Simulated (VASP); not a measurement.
# Fe: single point with PBE

The system is Fe.

```
CELL_PARAMETERS angstrom
0.00000 1.94174 1.96511
1.49844 0.00000 1.96511
1.49844 1.94174 0.00000
ATOMIC_POSITIONS crystal
Fe 0.00000 0.00000 0.00000
```

```
Program             : VASP 6.6.1
Task                : single point
Functional          : PBE
Potentials or basis : VASP PAW PBE potentials, release 64 (Fe)
Cutoff              : 520 eV
k mesh              : 11 × 11 × 11
Occupations         : fermi-dirac, width 0.05 eV
Spin                : collinear spin, ferromagnetic start
Starting moments    : [0.8] μB
Fixed moment        : 0.8 μB
```

```json
{
 "Pressure": "-16.8 GPa",
 "Net moment": "0.80 μB per cell",
 "Site moments": "Fe +0.81 μB",
 "Valence electrons inside the program's atomic spheres": "Fe 7.25"
}
```

Stress tensor (GPa, compression positive):
```
 -8.21   0.00   0.00
  0.00 -19.58   0.00
  0.00   0.00 -22.73
```

Wall time 27 s on 1 thread of Intel(R) Xeon(R) Platinum 8559C (Emerald Rapids) (shared host), peak memory 0.17 GiB.

Caveat: the total moment is fixed, so each spin has its own Fermi level.
